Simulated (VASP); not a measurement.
# Au2S3 (P-3m1) in VASP: further runs

Runs on Au2S3. Level: PBE. Tasks: single point, relaxation of cell and atoms.

All numbers are computed with VASP 6.6.1; they aren't measurements. Logs are shortened: lines on timing, memory, paths and dates and some standing lists are left out, and cuts for length are marked.

### Step 1. The cell of the first run

The structure is trigonal, space group P-3m1 (No. 164). Conventional cell: a = 3.774 Å, b = 3.774 Å, c = 8.415 Å, α = 90.00°, β = 90.00°, γ = 120.00°. S (site symmetry 3m) has 3 Au at 2.44 Å within 3.2 Å. S (site symmetry -3m) has 6 Au at 2.68 Å and 6 S at 3.44 Å within 3.5 Å. Within 3.2 Å of Au (site symmetry 3m) lie 6 S at 2.44 to 2.68 Å.

The cell was built from a structure type or drawn by symmetry, and may not be a known phase.

### Step 2. Single point, PBE

The input, INCAR:

```
PREC = Accurate
ENCUT = 500
EDIFF = 1E-6
ISMEAR = 0
SIGMA = 0.15
LREAL = F
LASPH = T
NELM = 120
ALGO = Normal
ISIF = 2
LWAVE = F
LCHARG = F
GGA = PE
NBANDS = 28
GGA_COMPAT = F
```

The input, KPOINTS:

```
Automatic mesh
0
Gamma
  3 3 2
```

The input, POSCAR:

```
Au2S3
1.0
    3.7742229365      0.0000000000      0.0000000000
   -1.8871114682      3.2685729425      0.0000000000
    0.0000000000      0.0000000000      8.4154702832
S Au
3 2
Direct
    0.6666666667      0.3333333333      0.3155858038
    0.3333333333      0.6666666667      0.6844141962
    0.0000000000      0.0000000000      0.0000000000
    0.6666666667      0.3333333333      0.8154353682
    0.3333333333      0.6666666667      0.1845646318
```

Potentials or basis: VASP PAW PBE potentials, release 64 (S, Au).

Command:

```bash
> cat potpaw_PBE.64/S/POTCAR potpaw_PBE.64/Au/POTCAR > POTCAR
> mpirun -np 1 vasp_std > vasp.out
```

OUTCAR:

```text
PREC = Accurate
   ENCUT = 500
   EDIFF = 1E-6
   ISMEAR = 0
   LREAL = F
   LASPH = T
   NELM = 120
   ISIF = 2
   GGA = PE

 ion  position               nearest neighbor table
   1  0.667  0.333  0.316-   5 2.44   5 2.44   5 2.44
   2  0.333  0.667  0.684-   4 2.44   4 2.44   4 2.44
   3  0.000  0.000  0.000-   4 2.68   5 2.68   5 2.68   4 2.68   4 2.68   5 2.68
   4  0.667  0.333  0.815-   2 2.44   2 2.44   2 2.44   3 2.68   3 2.68   3 2.68
   5  0.333  0.667  0.185-   1 2.44   1 2.44   1 2.44   3 2.68   3 2.68   3 2.68

  LATTYP: Found a hexagonal cell.
 ALAT       =     3.7742229365
 C/A-ratio  =     2.2297226276

  Lattice vectors:

 A1 = (   3.7742229365,   0.0000000000,   0.0000000000)
 A2 = (  -1.8871114682,   3.2685729425,   0.0000000000)
 A3 = (   0.0000000000,   0.0000000000,   8.4154702832)

Analysis of symmetry for initial positions (statically):
=====================================================================
 Subroutine PRICEL returns:
 Original cell was already a primitive cell.

 Routine SETGRP: Setting up the symmetry group for a
 hexagonal supercell.

 Subroutine GETGRP returns: Found 12 space group operations
 (whereof 12 operations were pure point group operations)
 out of a pool of 24 trial point group operations.

The static configuration has the point symmetry D_3d.

Analysis of symmetry for dynamics (positions and initial velocities):
=====================================================================
 Subroutine PRICEL returns:
 Original cell was already a primitive cell.

 Routine SETGRP: Setting up the symmetry group for a
 hexagonal supercell.

 Subroutine GETGRP returns: Found 12 space group operations
 (whereof 12 operations were pure point group operations)
 out of a pool of 24 trial point group operations.

The dynamic configuration has the point symmetry D_3d.

 Subroutine INISYM returns: Found 12 space group operations
 (whereof 12 operations are pure point group operations),
 and found     1 'primitive' translations

----------------------------------------------------------------------------------------

                                     Primitive cell

  volume of cell :     103.8160

  direct lattice vectors                    reciprocal lattice vectors
     3.774222937  0.000000000  0.000000000     0.264955202  0.152971957  0.000000000
    -1.887111468  3.268572943  0.000000000     0.000000000  0.305943914  0.000000000
     0.000000000  0.000000000  8.415470283     0.000000000  0.000000000  0.118828772

  length of vectors
     3.774222937  3.774222936  8.415470283     0.305943914  0.305943914  0.118828772

  position of ions in fractional coordinates (direct lattice)
     0.666666667  0.333333333  0.315585804
     0.333333333  0.666666667  0.684414196
     0.000000000  0.000000000  0.000000000
     0.666666667  0.333333333  0.815435368
     0.333333333  0.666666667  0.184564632

  ion indices of the primitive-cell ions
   primitive index   ion index
                 1           1
                 2           2
                 3           3
                 4           4
                 5           5

----------------------------------------------------------------------------------------

 KPOINTS: Automatic mesh

Automatic generation of k-mesh.
 Grid dimensions read from file:
 generate k-points for:    3    3    2

 Generating k-lattice:

  Cartesian coordinates                     Fractional coordinates (reciprocal lattice)
     0.088318401  0.050990652  0.000000000     0.333333333  0.000000000  0.000000000
     0.000000000  0.101981305  0.000000000     0.000000000  0.333333333  0.000000000
     0.000000000  0.000000000  0.059414386     0.000000000  0.000000000  0.500000000

  Length of vectors
     0.101981305  0.101981305  0.059414386

  Shift w.r.t. Gamma in fractional coordinates (k-lattice)
     0.000000000  0.000000000  0.000000000

 Subroutine IBZKPT returns following result:
 ===========================================

 Found      6 irreducible k-points:

 Following reciprocal coordinates:
            Coordinates               Weight
  0.000000  0.000000  0.000000      1.000000
  0.333333  0.000000  0.000000      6.000000
  0.333333  0.333333  0.000000      2.000000
  0.000000  0.000000  0.500000      1.000000
  0.333333  0.000000  0.500000      6.000000
  0.333333  0.333333  0.500000      2.000000
   k-points           NKPTS =      6   k-points in BZ     NKDIM =      6   number of bands    NBANDS=     28
   number of dos      NEDOS =    301   number of ions     NIONS =      5
   total plane-waves  NPLWV =  50176
   dimension x,y,z NGX =    28 NGY =   28 NGZ =   64
   dimension x,y,z NGXF=    56 NGYF=   56 NGZF=  128
   ions per type =               3   2
   NGX,Y,Z   is equivalent  to a cutoff of  12.33, 12.33, 12.64 a.u.
   NGXF,Y,Z  is equivalent  to a cutoff of  24.67, 24.67, 25.29 a.u.
 SYSTEM =  unknown system
   PREC   = accura    normal or accurate (medium, high low for compatibility)
   ISTART =      0    job   : 0-new  1-cont  2-samecut
   ICHARG =      2    charge: 1-file 2-atom 10-const
   ISPIN  =      1    spin polarized calculation?
   LNONCOLLINEAR =      F non collinear calculations
   LSORBIT =      F    spin-orbit coupling
   LASPH  =      T    aspherical Exc in radial PAW
   ENCUT  =  500.0 eV  36.75 Ry    6.06 a.u.   6.88  6.88 15.34*2*pi/ulx,y,z
   NELM   =    120;   NELMIN=  2; NELMDL= -5     # of ELM steps
   EDIFF  = 0.1E-05   stopping-criterion for ELM
   LREAL  =      F    real-space projection
   EDIFFG = 0.1E-04   stopping-criterion for IOM
   NSW    =      0    number of steps for IOM
   IBRION =     -1    ionic relax: 0-MD 1-quasi-New 2-CG
   NFREE  =      0    steps in history (QN), initial steepest desc. (CG)
   ISIF   =      2    stress and relaxation
   ISYM   =      2    0-nonsym 1-usesym 2-fastsym
   POTIM  = 0.5000    time-step for ionic-motion
   TEBEG  =    0.0;   TEEND  =   0.0 temperature during run
   PSTRESS=    0.0 pullay stress
   NELECT =      40.0000    total number of electrons
   NUPDOWN=      -1.0000    fix difference up-down
   EMIN   =  10.00;   EMAX   =-10.00  energy-range for DOS
   EFERMI =   0.00;   METHOD = LEGACY
   ISMEAR =     0;   SIGMA  =   0.15  broadening in eV -4-tet -1-fermi 0-gaus
   EFERMI_NEDOS =   21; number of points for ismear=-14 and -15
   IALGO  =     38    algorithm
   IMIX   =      4    mixing-type and parameters
     AMIX     =   0.40;   BMIX     =  1.00
     AMIX_MAG =   1.60;   BMIX_MAG =  1.00
  volume/ion in A,a.u.               =      20.76       140.12
  Fermi-wavevector in a.u.,A,eV,Ry     =   1.191261  2.251156 19.308053  1.419102
  Thomas-Fermi vector in A             =   2.327326
   LORBIT       =      0    0 simple, 1 ext, 2 COOP (PROOUT), +10 PAW based schemes
   GGA     = PE    functional components
   LHFCALC =     F    Hartree Fock is set to
   AEXX    =    0.0000 exact exchange contribution
   IVDW    =     0    specifies the selected vdW correction
   LEPSILON=     F    determine dielectric tensor
   LRPA    =     F    only Hartree local field effects (RPA)
 non-spin polarized calculation
 Gauss-broadening in eV      SIGMA  =   0.15
  energy-cutoff  :      500.00
  volume of cell :      103.82
 maximum number of plane-waves:      2648
 NGX is ok and might be reduce to    28
   NGX = 13   NGY = 13   NGZ = 31

 number of electron      39.9999999 magnetization

 Free energy of the ion-electron system (eV)
  ---------------------------------------------------
  ext. energy  EPLUGINS =         0.00000000
  ---------------------------------------------------
  free energy    TOTEN  =       -17.85051760 eV

  energy without entropy =      -17.85037776  energy(sigma->0) =      -17.85044768

 E-fermi :   5.2806     XC(G=0): -10.1297

 val. band max:        4.9568240886   @ k =   0.0000   0.0000   0.0000
 cond. band min:       5.6247998374   @ k =   0.0000   0.0000   0.0000
 fundamental gap:      0.6679757488
 Fermi energy:         5.2806341627

 k-point     1 :       0.0000    0.0000    0.0000
  band No.  band energies     occupation
      1      -9.1165      2.00000
      2      -7.9989      2.00000
      3      -7.3148      2.00000
      4      -1.0299      2.00000
      5      -1.0299      2.00000
      6      -0.7657      2.00000
[... 20 lines left out ...]
     27      12.0628      0.00000
     28      13.8766      0.00000

 k-point     2 :       0.3333    0.0000    0.0000
  band No.  band energies     occupation
      1      -8.2477      2.00000
      2      -7.5546      2.00000
      3      -7.4326      2.00000
      4      -1.3831      2.00000
      5      -0.8495      2.00000
      6      -0.6624      2.00000
[... 20 lines left out ...]
     27      13.1962      0.00000
     28      13.6413      0.00000

 k-point     3 :       0.3333    0.3333    0.0000
  band No.  band energies     occupation
      1      -7.7573      2.00000
      2      -7.3669      2.00000
      3      -7.3669      2.00000
      4      -0.9986      2.00000
      5      -0.9986      2.00000
      6      -0.5492      2.00000
[... 20 lines left out ...]
     27      12.9444      0.00000
     28      13.9626      0.00000

 k-point     4 :       0.0000    0.0000    0.5000
  band No.  band energies     occupation
      1      -9.0600      2.00000
      2      -8.2026      2.00000
      3      -7.1346      2.00000
      4      -1.1728      2.00000
      5      -1.0405      2.00000
      6      -1.0405      2.00000
[... 20 lines left out ...]
     27      11.8688      0.00000
     28      13.4971      0.00000

 k-point     5 :       0.3333    0.0000    0.5000
  band No.  band energies     occupation
      1      -8.2185      2.00000
      2      -7.6749      2.00000
      3      -7.3421      2.00000
      4      -1.3540      2.00000
      5      -0.8861      2.00000
      6      -0.6600      2.00000
[... 20 lines left out ...]
     27      13.1794      0.00000
     28      13.5612      0.00000

 k-point     6 :       0.3333    0.3333    0.5000
  band No.  band energies     occupation
      1      -7.7573      2.00000
      2      -7.3664      2.00000
      3      -7.3664      2.00000
      4      -1.0411      2.00000
      5      -1.0411      2.00000
      6      -0.5780      2.00000
[... 20 lines left out ...]
     27      13.0348      0.00000
     28      13.0348      0.00000

------------------------ aborting loop because EDIFF is reached ----------------------------------------

  FORCE on cell =-STRESS in cart. coord.  units (eV):
  Direction    XX          YY          ZZ          XY          YZ          ZX
  --------------------------------------------------------------------------------------
  -------------------------------------------------------------------------------------
  Total       -0.2793441     -0.2793441      0.1496323     -0.0000000     -0.0000000      0.0000000
  in kB       -4.3110790     -4.3110790      2.3092546     -0.0000000     -0.0000000      0.0000000
  external PRESSURE =      -2.1043011 kB  Pullay stress =       0.0000000 kB

 VOLUME and BASIS-vectors are now :
 -----------------------------------------------------------------------------
  energy-cutoff  :      500.00
  volume of cell :      103.82
      direct lattice vectors                 reciprocal lattice vectors
     3.774222937  0.000000000  0.000000000     0.264955202  0.152971957  0.000000000
    -1.887111468  3.268572943  0.000000000     0.000000000  0.305943914  0.000000000
     0.000000000  0.000000000  8.415470283     0.000000000  0.000000000  0.118828772

 POSITION                                       TOTAL-FORCE (eV/Angst)
 -----------------------------------------------------------------------------------
      1.88711      1.08952      2.65580        -0.000000      0.000000     -0.054612
     -0.00000      2.17905      5.75967         0.000000      0.000000      0.054612
      0.00000      0.00000      0.00000         0.000000      0.000000      0.000000
      1.88711      1.08952      6.86227        -0.000000      0.000000     -0.032631
     -0.00000      2.17905      1.55320         0.000000      0.000000      0.032631
 -----------------------------------------------------------------------------------
    total drift:                                0.000000      0.000000     -0.000000

  FREE ENERGIE OF THE ION-ELECTRON SYSTEM (eV)
  ---------------------------------------------------
  free  energy   TOTEN  =       -17.8505176007 eV

  energy  without entropy=      -17.8503777622  energy(sigma->0) =      -17.85044768
```

Run time: 15 s. Hardware: 1 thread of Intel Xeon Platinum 8488C (Sapphire Rapids), shared host; peak memory 0.21 GiB.

What came out:

```
Free energy            : -17.8505 eV
Pressure               : -0.2 GPa
Largest force          : 0.055 eV/Å
Band gap on the k mesh : zero (bands 20 and 21 overlap by 1.32 eV)
```

Forces on the atoms (eV/Å):
```
S    0.000  0.000 -0.055
S    0.000  0.000  0.055
S    0.000  0.000  0.000
Au   0.000  0.000 -0.033
Au   0.000  0.000  0.033
```

Caveat: the k points lie up to 0.64 Å⁻¹ apart, too coarse for converged energies and pressures of a metal; spin-orbit coupling is left out, which moves the levels of the heavy elements; this functional lacks dispersion, which binds the layers, so the pressure and a relaxed spacing across them are unreliable.

### Step 3. Relaxation of cell and atoms, PBE

This run uses another cell than the first one, of 18.86 Å³/atom.

The input, INCAR:

```
SYSTEM = Au2S3
PREC = Accurate
ENCUT = 500
EDIFF = 1E-7
ISMEAR = 0
SIGMA = 0.15
LREAL = .FALSE.
LASPH = .TRUE.
NELM = 120
ALGO = Normal
ISIF = 3
LWAVE = .FALSE.
LCHARG = .FALSE.
GGA = PE
IBRION = 2
NSW = 36
EDIFFG = -0.08
GGA_COMPAT = .FALSE.
NELMIN = 4
```

The input, KPOINTS:

```
regular mesh
0
G
  3 3 2
  0 0 0
```

The input, POSCAR:

```
Au2S3
1.0
    4.0825128200      0.0000000000      0.0000000000
   -2.0412564100      3.5355598200      0.0000000000
    0.0000000000      0.0000000000      6.5326119200
S Au
3 2
Direct
    0.6666666700      0.3333333300      0.3536560200
    0.3333333300      0.6666666700      0.6463439800
    0.0000000000      0.0000000000      0.0000000000
    0.6666666700      0.3333333300      0.7501509800
    0.3333333300      0.6666666700      0.2498490200
```

Potentials or basis: VASP PAW PBE potentials, release 64 (S, Au).

Command:

```bash
> cat potpaw_PBE.64/S/POTCAR potpaw_PBE.64/Au/POTCAR > POTCAR
> mpirun -np 1 vasp_std > vasp.out
```

Run time: 3 min. Hardware: 1 thread of Intel Xeon Platinum 8488C (Sapphire Rapids), shared host; peak memory 0.2 GiB.

The run converged. Its results:

```
Free energy                           : -17.8328 eV
Relaxed volume                        : 20.40 Å³/atom
Relaxed cell                          : a = 3.762 Å, b = 3.762 Å, c = 8.322 Å, α = 90.00°, β = 90.00°, γ = 120.00°
Space group after relaxing (to 0.1 Å) : P-3m1 (No. 164)
Energy gained by relaxing             : 280.9 meV/atom
Ionic steps                           : 18
Pressure after relaxing               : 0.1 GPa
Largest force after relaxing          : 0.079 eV/Å
Band gap on the k mesh                : zero (bands 20 and 21 overlap by 1.33 eV)
```

Forces in eV/Å, atoms in the order of the input:
```
S    0.000  0.000 -0.068
S    0.000  0.000  0.068
S    0.000  0.000  0.000
Au   0.000  0.000  0.079
Au   0.000  0.000 -0.079
```

The path:
```
step  energy change (eV)  largest force (eV/Å)  pressure (GPa)  volume (Å³)
   1              0.0000                1.2976            3.28        94.29
   2             -0.3077                0.8594           -2.52        99.60
   3             -0.3587                0.7970           -4.31       102.04
   4             -0.6714                1.0768           -0.20        97.74
   5             -0.7198                1.2753           14.74        88.93
   6             -0.8561                1.2046            5.50        93.55
   7             -0.8605                1.2276            7.96        92.13
   8             -0.9358                1.1182            8.65        92.04
   9             -1.0410                0.9894           11.35        91.59
  10             -1.2418                0.5740            6.95        94.64
  11             -1.3489                0.5220           -2.56       103.98
  12             -1.3852                0.2787           -0.08       101.00
  13             -1.3856                0.2539            0.20       100.70
  14             -1.3896                0.2156            0.13       100.88
  15             -1.3986                0.1437           -0.05       101.44
  16             -1.4027                0.1298           -0.34       102.54
  17             -1.4034                0.1071           -0.27       102.23
  18             -1.4044                0.0790            0.08       101.98
```

Final structure:
```xyz
5
Lattice="3.7616 0.0000 0.0000 -1.8808 3.2576 0.0000 0.0000 0.0000 8.3224" Properties=species:S:1:pos:R:3 pbc="T T T"
S     1.8808    1.0859    2.6776
S     0.0000    2.1717    5.6448
S     3.7616    0.0000    0.0000
Au    1.8808    1.0859    6.7525
Au    0.0000    2.1717    1.5699
```

Levels at points of the mesh, in eV from the Fermi level:
```tsv
k point	band 18	band 19	band 20	band 21	band 22	band 23
(0.00, 0.00, 0.00)	-0.30	0.32	0.32	1.40	1.40	2.75
(0.00, 0.00, 0.50)	-1.43	0.49	0.49	1.29	1.29	3.64
```

Caveat: the k points lie up to 0.64 Å⁻¹ apart in the final cell, too coarse for converged energies and pressures of a metal; a cell axis changed by over 15 % at a fixed basis, so the end point is rough; spin-orbit coupling is left out, which moves the levels of the heavy elements; this functional lacks dispersion, which binds the layers, so the pressure and a relaxed spacing across them are unreliable; the relaxation stopped at a loose force limit of 0.08 eV/Å, so its end isn't a converged minimum.
